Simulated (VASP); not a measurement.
A run of VASP 6.6.1 is set up as follows.

File INCAR:

```
PREC = Accurate
ENCUT = 520
EDIFF = 1E-6
ISMEAR = -1
SIGMA = 0.02
LREAL = F
LASPH = T
NELM = 80
ALGO = Normal
ISIF = 2
LWAVE = F
LCHARG = F
GGA = PE
NBANDS = 15
```

The input KPOINTS:

```
regular mesh
0
Gamma
  6 6 6
```

The input POSCAR:

```
KBr
1.0
    0.0000000000      3.1371354424      3.1371354424
    3.1371354424      0.0000000000      3.1371354424
    3.1371354424      3.1371354424      0.0000000000
K Br
1 1
Direct
    0.0000000000      0.0000000000      0.0000000000
    0.5000000000      0.5000000000      0.5000000000
```

Potentials or basis: VASP PAW PBE potentials, release 64 (K_sv, Br).

Command:

```bash
$ cat potpaw_PBE.64/K_sv/POTCAR potpaw_PBE.64/Br/POTCAR > POTCAR
$ mpirun -np 1 vasp_std > vasp.out
```

**Question.** Predict the band gap on the k mesh.

**Answer.** 4.88 eV.

**Question.** Estimate the pressure.

**Answer.** 4.4 GPa.

Caveat: the cell differs from its parent crystal (strain -5.0%); the cell stands under pressure.
